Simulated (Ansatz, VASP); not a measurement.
## One calculation of NaCl, two programs

```
Na Cl
1.0
     0.00000    2.73211    2.73211
     2.73211    0.00000    2.73211
     2.73211    2.73211    0.00000
Na Cl
1 1
Direct
  0.00000 0.00000 0.00000
  0.50000 0.50000 0.50000
```

Alike in both runs: functional LDA; k mesh 8 × 8 × 8; occupations gaussian, width 0.02 eV; no spin polarisation.

Ansatz relaxed the structure, and its values are those at the end. VASP's run is a single point on that final structure, the one shown.

|  | VASP | Ansatz |
| --- | --- | --- |
| version | VASP 6.6.1 | Ansatz 0.2.0 |
| potentials or method | VASP PAW LDA potentials, release 64 (Na_pv, Cl), cutoff 500 eV | scalar-relativistic, plane waves, PAW |
| valence electrons in the cell | 14 | 16 |

VASP gave:

```
gap on the k mesh at the Fermi level (eV) : 5.08
least direct gap on the mesh (eV)         : 5.08
pressure (GPa)                            : 0.0
```

Problem. What did Ansatz give for the same quantities?

Solution. gap on the k mesh at the Fermi level (eV): 5.07; least direct gap on the mesh (eV): 5.07; pressure (GPa): 0.0.

LDA's correlation is that of Perdew and Zunger in VASP and of Perdew and Wang (1992) in Ansatz. VASP's potentials hold 14 valence electrons a cell and Ansatz's 16, so a difference there can come from the potentials and not from the codes.
